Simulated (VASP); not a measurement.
**Hf: single point with PBEsol-based global hybrid with 25 % exact exchange**

The system is Hf.

```
Hf
1.0
     0.00000    2.22525    2.22525
     2.22525    0.00000    2.22525
     2.22525    2.22525    0.00000
Hf
1
Direct
  0.00000 0.00000 0.00000
```

This isn't the form of Hf at room conditions, which is hcp.

| Quantity | Value |
| --- | --- |
| Program | VASP 6.6.1 |
| Task | single point |
| Functional | PBEsol-based global hybrid with 25 % exact exchange |
| Potentials or basis | VASP PAW PBE potentials, release 64 (Hf_pv) |
| Cutoff | 520 eV |
| k mesh | 5 × 5 × 5 |
| Occupations | fermi-dirac, width 0.05 eV |
| Spin | no spin polarisation |
| Dipole correction | no |
| Grid for exact exchange (PRECFOCK) | Normal |
| Share of exact exchange | 0.25 |
| Further INCAR settings | ALGO = Normal; EDIFF = 1e-07; NBANDS = 11 |

| Quantity | Value |
| --- | --- |
| Pressure | -2.2 GPa |
| Band gap on the k mesh | zero (bands 5 and 6 overlap by 3.10 eV) |

Levels at points of the mesh, in eV from the Fermi level:
```tsv
k point	band 1	band 2	band 3	band 4	band 5	band 6	band 7	band 8	band 9	band 10
(0.00, 0.00, 0.00)	-32.16	-32.16	-32.16	-8.31	2.81	2.81	2.81	5.94	5.94	12.99
```

Wall time 110 s on 1 thread of Intel(R) Xeon(R) 6975P-C (Granite Rapids) (shared host), peak memory 0.15 GiB.

Caveat: the k points lie up to 0.49 Å⁻¹ apart, too coarse for converged energies and pressures of a metal; the PAW data sets were made with another functional, which shifts forces and pressure a little; spin-orbit coupling is left out, which moves the levels of the heavy elements.
